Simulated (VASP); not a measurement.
A run of VASP 6.6.1 is set up as follows.

File INCAR:

```
SYSTEM = BiSbS
PREC = Accurate
ENCUT = 600
EDIFF = 1E-6
ISMEAR = 0
SIGMA = 0.1
LREAL = .FALSE.
LASPH = .TRUE.
NELM = 100
ALGO = Normal
ISIF = 3
LWAVE = .FALSE.
LCHARG = .FALSE.
GGA = PE
IBRION = 2
NSW = 90
EDIFFG = -0.04
```

The input KPOINTS:

```
Automatic mesh
0
G
  6 6 4
  0 0 0
```

The input POSCAR:

```
BiSbS
1.0
    4.6405197900      0.0000000000      0.0000000000
   -2.3202599000      4.0188080300      0.0000000000
    0.0000000000      0.0000000000      4.6606438100
Sb Bi S
1 1 1
Direct
    0.3333333300      0.6666666700      0.5000000000
    0.6666666700      0.3333333300      0.5000000000
    0.0000000000      0.0000000000      0.0000000000
```

Potentials or basis: VASP PAW PBE potentials, release 64 (Sb, Bi_d, S).

Run with:

```console
$ cat potpaw_PBE.64/Sb/POTCAR potpaw_PBE.64/Bi_d/POTCAR potpaw_PBE.64/S/POTCAR > POTCAR
$ mpirun -np 1 vasp_std > vasp.out
```

Question: Estimate the relaxed volume.

Answer: 26.30 Å³/atom.

Question: Estimate the relaxed cell.

Answer: a = 5.109 Å, b = 5.109 Å, c = 3.491 Å, α = 90.00°, β = 90.00°, γ = 120.00°.

Question: Estimate the band gap on the k mesh.

Answer: Zero (band 13 reaches 8.52 eV, above the bottom of band 14 at 5.09 eV).

The path:
```
step  energy change (eV)  largest force (eV/Å)  pressure (GPa)  volume (Å³)
   1              0.0000                0.0000            9.05        86.92
   2             -0.6030                0.0000           -5.64       107.95
   3             -0.7400                0.0000           -2.36       100.08
   4             -0.9156                0.0000           -2.07        94.99
   5             -1.4669                0.0000            0.18        79.71
   6              8.5168                0.0000          113.13        49.04
   7             -1.4739                0.0000            0.37        79.25
   8             -1.4849                0.0000            1.27        77.40
   9             -1.4849                0.0000            1.02        77.85
  10             -1.4797                0.0000           -0.94        79.60
  11             -1.4916                0.0000            0.17        78.53
  12             -1.4918                0.0000           -0.04        78.91
```

Caveat: spin-orbit coupling is left out, which moves the levels of the heavy elements.
